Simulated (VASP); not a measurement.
# Si5F (P6/mmm) in VASP: a series of runs

Si5F is run at these levels: PBE; tasks: single point, relaxation of cell and atoms.

All numbers are computed with VASP 6.6.1; they aren't measurements. Logs are shortened: lines on timing, memory, paths and dates and some standing lists are left out, and cuts for length are marked.

## 1. The cell of the first run

It takes space group P6/mmm (No. 191, hexagonal). The conventional cell has a = 4.352 Å, b = 4.352 Å, c = 5.149 Å, α = 90.00°, β = 90.00°, γ = 120.00°. Within 3.3 Å of Si (site symmetry 3m) lie 8 Si at 2.49 to 2.84 Å and 3 F at 2.80 Å. Within 3.4 Å of Si (site symmetry 6/mmm) lie 2 F at 2.57 Å and 12 Si at 2.84 Å. Within 3.4 Å of F (site symmetry 6/mmm) lie 14 Si at 2.57 to 2.80 Å.

## 2. Single point, PBE

File INCAR:

```
ALGO     = Normal         # electronic algorithm
EDIFF    = 1E-6           # SCF threshold, eV
ENCUT    = 520            # plane-wave cutoff, eV
GGA      = PE             # functional
ISIF     = 2              # what is computed and relaxed
ISMEAR   = 0              # smearing method
LASPH    = True           # aspherical terms in the spheres
LCHARG   = False          # write CHGCAR
LREAL    = False          # projectors in reciprocal space
LWAVE    = False          # write WAVECAR
NBANDS   = 22             # bands
NELM     = 80             # most SCF steps
PREC     = Accurate       # precision mode
SIGMA    = 0.1            # smearing width, eV
```

File KPOINTS:

```
k-points
0
Gamma
  12 12 8
```

File POSCAR:

```
Si5F
1.0
    4.3517839201      0.0000000000      0.0000000000
   -2.1758919601      3.7687554266      0.0000000000
    0.0000000000      0.0000000000      5.1494962525
Si F
5 1
Direct
    0.3333333333      0.6666666667      0.2583994722
    0.6666666667      0.3333333333      0.2583994722
    0.6666666667      0.3333333333      0.7416005278
    0.3333333333      0.6666666667      0.7416005278
    0.0000000000      0.0000000000      0.0000000000
    0.0000000000      0.0000000000      0.5000000000
```

Potentials or basis: VASP PAW PBE potentials, release 64 (Si, F).

On the command line:

```
$ cat potpaw_PBE.64/Si/POTCAR potpaw_PBE.64/F/POTCAR > POTCAR
$ mpirun -np 1 vasp_std > vasp.out
```

OUTCAR:

```text
EDIFF = 1E-6
   ENCUT = 520
   GGA = PE
   ISIF = 2
   ISMEAR = 0
   LASPH = True
   LREAL = False
   NELM = 80
   PREC = Accurate

 ion  position               nearest neighbor table
   1  0.333  0.667  0.258-   4 2.49   2 2.51   2 2.51   2 2.51   4 2.66   5 2.84   5 2.84   5 2.84

   2  0.667  0.333  0.258-   3 2.49   1 2.51   1 2.51   1 2.51   3 2.66   5 2.84   5 2.84   5 2.84

   3  0.667  0.333  0.742-   2 2.49   4 2.51   4 2.51   4 2.51   2 2.66   5 2.84   5 2.84   5 2.84

   4  0.333  0.667  0.742-   1 2.49   3 2.51   3 2.51   3 2.51   1 2.66   5 2.84   5 2.84   5 2.84

   5  0.000  0.000  0.000-   1 2.84   2 2.84   3 2.84   4 2.84   2 2.84   3 2.84   1 2.84   4 2.84
                             2 2.84   3 2.84   1 2.84   4 2.84
   6  0.000  0.000  0.500-

  LATTYP: Found a hexagonal cell.
 ALAT       =     4.3517839201
 C/A-ratio  =     1.1833069718

  Lattice vectors:

 A1 = (   4.3517839201,   0.0000000000,   0.0000000000)
 A2 = (  -2.1758919601,   3.7687554266,   0.0000000000)
 A3 = (   0.0000000000,   0.0000000000,   5.1494962525)

Analysis of symmetry for initial positions (statically):
=====================================================================
 Subroutine PRICEL returns:
 Original cell was already a primitive cell.

 Routine SETGRP: Setting up the symmetry group for a
 hexagonal supercell.

 Subroutine GETGRP returns: Found 24 space group operations
 (whereof 24 operations were pure point group operations)
 out of a pool of 24 trial point group operations.

The static configuration has the point symmetry D_6h.

Analysis of symmetry for dynamics (positions and initial velocities):
=====================================================================
 Subroutine PRICEL returns:
 Original cell was already a primitive cell.

 Routine SETGRP: Setting up the symmetry group for a
 hexagonal supercell.

 Subroutine GETGRP returns: Found 24 space group operations
 (whereof 24 operations were pure point group operations)
 out of a pool of 24 trial point group operations.

The dynamic configuration has the point symmetry D_6h.

 Subroutine INISYM returns: Found 24 space group operations
 (whereof 24 operations are pure point group operations),
 and found     1 'primitive' translations

[... 97 lines left out ...]
   LNONCOLLINEAR =      F non collinear calculations
   LSORBIT =      F    spin-orbit coupling
   LASPH  =      T    aspherical Exc in radial PAW
   ENCUT  =  520.0 eV  38.22 Ry    6.18 a.u.   8.09  8.09  9.57*2*pi/ulx,y,z
   NELM   =     80;   NELMIN=  2; NELMDL= -5     # of ELM steps
   EDIFF  = 0.1E-05   stopping-criterion for ELM
   LREAL  =      F    real-space projection
   EDIFFG = 0.1E-04   stopping-criterion for IOM
   NSW    =      0    number of steps for IOM
   IBRION =     -1    ionic relax: 0-MD 1-quasi-New 2-CG
   NFREE  =      0    steps in history (QN), initial steepest desc. (CG)
   ISIF   =      2    stress and relaxation
   ISYM   =      2    0-nonsym 1-usesym 2-fastsym
   POTIM  = 0.5000    time-step for ionic-motion
   TEBEG  =    0.0;   TEEND  =   0.0 temperature during run
   PSTRESS=    0.0 pullay stress
   NELECT =      27.0000    total number of electrons
   NUPDOWN=      -1.0000    fix difference up-down
   EMIN   =  10.00;   EMAX   =-10.00  energy-range for DOS
   EFERMI =   0.00;   METHOD = LEGACY
   ISMEAR =     0;   SIGMA  =   0.10  broadening in eV -4-tet -1-fermi 0-gaus
   EFERMI_NEDOS =   21; number of points for ismear=-14 and -15
   IALGO  =     38    algorithm
   IMIX   =      4    mixing-type and parameters
     AMIX     =   0.40;   BMIX     =  1.00
     AMIX_MAG =   1.60;   BMIX_MAG =  1.00
  volume/ion in A,a.u.               =      14.08        94.99
  Fermi-wavevector in a.u.,A,eV,Ry     =   1.119402  2.115363 17.048928  1.253061
  Thomas-Fermi vector in A             =   2.256041
   LORBIT       =      0    0 simple, 1 ext, 2 COOP (PROOUT), +10 PAW based schemes
   GGA     = PE    functional components
   LHFCALC =     F    Hartree Fock is set to
   AEXX    =    0.0000 exact exchange contribution
   IVDW    =     0    specifies the selected vdW correction
   LEPSILON=     F    determine dielectric tensor
   LRPA    =     F    only Hartree local field effects (RPA)
 non-spin polarized calculation
 Gauss-broadening in eV      SIGMA  =   0.10
  energy-cutoff  :      520.00
  volume of cell :       84.46
 maximum number of plane-waves:      2298
   NGX = 17   NGY = 17   NGZ = 19

 number of electron      27.0000015 magnetization

 Free energy of the ion-electron system (eV)
  ---------------------------------------------------
  ext. energy  EPLUGINS =         0.00000000
  ---------------------------------------------------
  free energy    TOTEN  =       -28.81082183 eV

  energy without entropy =      -28.80368558  energy(sigma->0) =      -28.80725370

 E-fermi :   8.3102     XC(G=0): -10.9563

 val. band max:        8.2974643538   @ k =   0.0833  -0.0000   0.1250
 cond. band min:       8.3168676778   @ k =   0.1667   0.0833   0.5000
 fundamental gap:      0.0194033240
 Fermi energy:         8.3101963116

 k-point     1 :       0.0000    0.0000    0.0000
  band No.  band energies     occupation
      1     -14.3188      2.00000
      2      -4.5146      2.00000
      3      -0.4373      2.00000
      4       1.3423      2.00000
      5       3.3525      2.00000
      6       3.3525      2.00000
[... 589 lines left out ...]
     21      13.8305      0.00000
     22      15.0392      0.00000

 [... further k-points ...]
[... 5 lines left out ...]
  --------------------------------------------------------------------------------------
  -------------------------------------------------------------------------------------
  Total       -0.0508580     -0.0508580     -0.0354711      0.0000000     -0.0000000      0.0000000
  in kB       -0.9648051     -0.9648051     -0.6729077      0.0000000     -0.0000000      0.0000000
  external PRESSURE =      -0.8675060 kB  Pullay stress =       0.0000000 kB

 VOLUME and BASIS-vectors are now :
 -----------------------------------------------------------------------------
  energy-cutoff  :      520.00
  volume of cell :       84.46
      direct lattice vectors                 reciprocal lattice vectors
     4.351783920  0.000000000  0.000000000     0.229790821  0.132669792  0.000000000
    -2.175891960  3.768755427  0.000000000     0.000000000  0.265339585  0.000000000
     0.000000000  0.000000000  5.149496252     0.000000000  0.000000000  0.194193752

 POSITION                                       TOTAL-FORCE (eV/Angst)
 -----------------------------------------------------------------------------------
     -0.00000      2.51250      1.33063        -0.000000     -0.000000      0.000901
      2.17589      1.25625      1.33063        -0.000000      0.000000      0.000901
      2.17589      1.25625      3.81887         0.000000     -0.000000     -0.000901
     -0.00000      2.51250      3.81887         0.000000      0.000000     -0.000901
      0.00000      0.00000      0.00000        -0.000000     -0.000000      0.000000
      0.00000      0.00000      2.57475        -0.000000     -0.000000      0.000000
 -----------------------------------------------------------------------------------
    total drift:                                0.000000      0.000000      0.000000

  FREE ENERGIE OF THE ION-ELECTRON SYSTEM (eV)
  ---------------------------------------------------
  free  energy   TOTEN  =       -28.8108218268 eV

  energy  without entropy=      -28.8036855754  energy(sigma->0) =      -28.80725370
```

OSZICAR:

```text
N       E                     dE             d eps       ncg     rms          rms(c)
DAV:   1     0.744233476417E+02    0.74423E+02   -0.11631E+04  4180   0.104E+03
DAV:   2    -0.240714031765E+02   -0.98495E+02   -0.93322E+02  5106   0.182E+02
DAV:   3    -0.295521699115E+02   -0.54808E+01   -0.54031E+01  5400   0.407E+01
DAV:   4    -0.296016196441E+02   -0.49450E-01   -0.49419E-01  4884   0.440E+00
DAV:   5    -0.296020227151E+02   -0.40307E-03   -0.40304E-03  5298   0.395E-01    0.782E+00
DAV:   6    -0.288513925904E+02    0.75063E+00   -0.36733E+00  4672   0.182E+01    0.435E+00
DAV:   7    -0.288165342849E+02    0.34858E-01   -0.61695E-01  4828   0.553E+00    0.209E+00
DAV:   8    -0.288138109319E+02    0.27234E-02   -0.10570E-01  5066   0.211E+00    0.547E-01
DAV:   9    -0.288110376404E+02    0.27733E-02   -0.26959E-02  5088   0.136E+00    0.234E-01
DAV:  10    -0.288107362318E+02    0.30141E-03   -0.41786E-03  5070   0.513E-01    0.109E-01
DAV:  11    -0.288108184536E+02   -0.82222E-04   -0.41427E-04  4858   0.114E-01    0.290E-02
DAV:  12    -0.288108223553E+02   -0.39017E-05   -0.21977E-05  6098   0.346E-02    0.668E-03
DAV:  13    -0.288108218268E+02    0.52852E-06   -0.21514E-06  3624   0.938E-03
   1 F= -.28810822E+02 E0= -.28807254E+02  d E =-.713625E-02
```

Run time: 44 s. Hardware: 1 thread of Intel Xeon 6975P-C (Granite Rapids), shared host; peak memory 0.27 GiB.

Results:

- Free energy: -28.8108 eV
- Pressure: -0.1 GPa

Caveat: an odd number of electrons without spin polarisation forces a metal; a magnetic or distorted state may lie lower.

## 3. Relaxation of cell and atoms, PBE

This run uses another cell than the first one, of 14.46 Å³/atom, 1.028 times its volume.

File INCAR:

```
PREC = Accurate
ENCUT = 600
EDIFF = 1E-7
ISMEAR = 0
SIGMA = 0.1
LREAL = False
LASPH = True
NELM = 100
ALGO = Normal
ISIF = 3
LWAVE = False
LCHARG = False
GGA = PE
IBRION = 2
NSW = 90
EDIFFG = -0.04
```

File KPOINTS:

```
Automatic mesh
0
Gamma
  6 6 4
```

File POSCAR:

```
Si5F
1.0
    4.9831426900      0.0000000000      0.0000000000
   -2.4915713400      4.3155281600      0.0000000000
    0.0000000000      0.0000000000      4.0356949100
Si F
5 1
Direct
    0.3333333300      0.6666666700      0.2703516400
    0.6666666700      0.3333333300      0.2703516400
    0.6666666700      0.3333333300      0.7296483600
    0.3333333300      0.6666666700      0.7296483600
    0.0000000000      0.0000000000      0.0000000000
    0.0000000000      0.0000000000      0.5000000000
```

Potentials or basis: VASP PAW PBE potentials, release 64 (Si, F).

On the command line:

```
$ cat potpaw_PBE.64/Si/POTCAR potpaw_PBE.64/F/POTCAR > POTCAR
$ mpirun -np 1 vasp_std > vasp.out
```

It took 3.4 min on 1 thread of Intel Xeon 6975P-C (Granite Rapids), shared host; peak memory 0.23 GiB.

The run converged. Its results:

- Free energy: -28.8169 eV
- Relaxed volume: 13.95 Å³/atom
- Relaxed cell: a = 4.346 Å, b = 4.346 Å, c = 5.119 Å, α = 90.00°, β = 90.00°, γ = 120.00°
- Space group after relaxing (to 0.05 Å): P6/mmm (No. 191)
- Energy gained by relaxing: 1016.9 meV/atom
- Ionic steps: 19
- Pressure after relaxing: 0.0 GPa
- Largest force after relaxing: 0.007 eV/Å

Forces in eV/Å, atoms in the order of the input:
```
Si   0.000  0.000  0.007
Si   0.000  0.000  0.007
Si   0.000  0.000 -0.007
Si   0.000  0.000 -0.007
Si   0.000  0.000  0.000
F    0.000  0.000  0.000
```

The path:
```tsv
step	energy change (eV)	largest force (eV/Å)	pressure (GPa)	volume (Å³)
1	0.0000	9.3363	28.06	86.79
2	3.8272	16.5043	16.10	118.11
3	1.0375	11.8924	10.69	110.99
4	-0.4056	10.2636	7.08	106.57
5	-2.5815	7.1367	6.79	96.73
6	-2.7843	4.7271	11.52	91.77
7	-2.7811	6.0947	8.57	94.05
8	-3.9437	0.2751	-16.56	113.33
9	-4.8192	0.4622	-10.30	104.00
10	-4.8518	0.6354	-9.36	103.07
11	-4.8594	0.8734	-8.19	102.03
12	-5.3628	0.4816	-3.54	92.48
13	-5.5478	0.3095	2.74	84.37
14	-5.9528	0.2884	3.81	81.40
15	-6.0168	0.1032	5.83	79.78
16	-6.0965	0.1665	-0.09	83.72
17	-6.0966	0.1679	-0.21	83.82
18	-6.1001	0.0855	-0.10	83.76
19	-6.1011	0.0068	0.01	83.71
```

Final structure:
```xyz
6
Lattice="4.3456 0.0000 0.0000 -2.1728 3.7634 0.0000 0.0000 0.0000 5.1188" Properties=species:S:1:pos:R:3 pbc="T T T"
Si    0.0000    2.5090    1.3309
Si    2.1728    1.2545    1.3309
Si    2.1728    1.2545    3.7878
Si    0.0000    2.5090    3.7878
Si    0.0000    0.0000    0.0000
F     0.0000    0.0000    2.5594
```

Levels at points of the mesh, in eV from the Fermi level:
```csv
k point,band 11,band 12,band 13,band 14,band 15,band 16
"(0.00, 0.00, 0.00)",-1.86,-1.79,-1.79,-0.33,-0.33,-0.30
"(0.50, 0.00, 0.00)",-2.96,-2.87,-1.63,1.22,1.30,1.51
"(0.00, 0.00, 0.50)",-2.81,-2.57,-2.57,-2.44,-2.44,-2.02
"(0.50, 0.00, 0.50)",-2.13,-1.70,0.22,0.74,1.74,2.90
```

Caveat: the k points lie up to 0.31 Å⁻¹ apart in the final cell; an odd number of electrons without spin polarisation forces a metal; a magnetic or distorted state may lie lower.
